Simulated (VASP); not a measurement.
CdS:

```
Cd S
1.0
     0.00000    2.91000    2.91000
     2.91000    0.00000    2.91000
     2.91000    2.91000    0.00000
Cd S
1 1
Cartesian
  0.0000 0.0000 0.0000
  1.4550 1.4550 1.4550
```

| Property | Result |
| --- | --- |
| Program | VASP 6.6.1 |
| Task | relaxation of cell and atoms |
| Functional | PBE |
| Potentials or basis | VASP PAW PBE potentials, release 64 (Cd, S) |
| Cutoff | 600 eV |
| k mesh | 8 × 8 × 8 |
| Occupations | gaussian, width 0.02 eV |
| Spin | no spin polarisation |

At the start: pressure 3.6 GPa; volume 24.64 Å³/atom.

Where does the relaxation end?

Over 3 steps the energy falls by 16.2 meV/atom and the volume is 26.15 Å³/atom (+6.1 %); space group F-43m (No. 216, to 0.1 Å) before and after.

Step by step:
| step | energy change (eV) | largest force (eV/Å) | pressure (GPa) | volume (Å³) |
| --- | --- | --- | --- | --- |
| 1 | 0.0000 | 0.0000 | 3.64 | 49.28 |
| 2 | -0.0287 | 0.0000 | -1.04 | 53.38 |
| 3 | -0.0323 | 0.0000 | 0.03 | 52.29 |

Final structure:
```yaml
crystal:
  lattice:
    - [0.00000, 2.96801, 2.96801]
    - [2.96801, 0.00000, 2.96801]
    - [2.96801, 2.96801, 0.00000]
  atoms:
    - { symbol: Cd, position: [0.00000, 0.00000, 0.00000] }
    - { symbol: S, position: [0.25000, 0.25000, 0.25000] }
```
